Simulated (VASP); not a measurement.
A run of VASP 6.6.1 is set up as follows.

File INCAR:

```
SYSTEM = TiAl
ALGO = Fast
EDIFF = 1E-7
ENCUT = 520
GGA = PS
ISIF = 2
ISMEAR = 0
ISPIN = 2
LASPH = .True.
LCHARG = .False.
LMAXMIX = 4
LORBIT = 11
LREAL = .False.
LWAVE = .False.
MAGMOM = 1 0
NBANDS = 18
NELM = 150
NUPDOWN = 1.0
PREC = Accurate
SIGMA = 0.15
```

The input KPOINTS:

```
k-points
0
Gamma
  21 21 12
  0 0 0
```

The input POSCAR:

```
TiAl
1.0
    2.9215484151      0.0000000000      0.0000000000
   -1.4607742075      2.5301351459      0.0000000000
    0.0000000000      0.0000000000      4.7392337000
Ti Al
1 1
Direct
    0.0000000000      0.0000000000      0.0000000000
    0.3333333333      0.6666666667      0.5000000000
```

Potentials or basis: VASP PAW PBE potentials, release 64 (Ti_sv, Al).

The run is started by

```sh
$ cat potpaw_PBE.64/Ti_sv/POTCAR potpaw_PBE.64/Al/POTCAR > POTCAR
$ mpirun -np 1 vasp_std > vasp.out
```

(1) What does it give for the pressure?

Answers

(1) -6.6 GPa.

Caveat: the cell stands under tension; the PAW data sets were made with another functional, which shifts forces and pressure a little; the total moment is fixed, so each spin has its own Fermi level and the state may be an excited one.
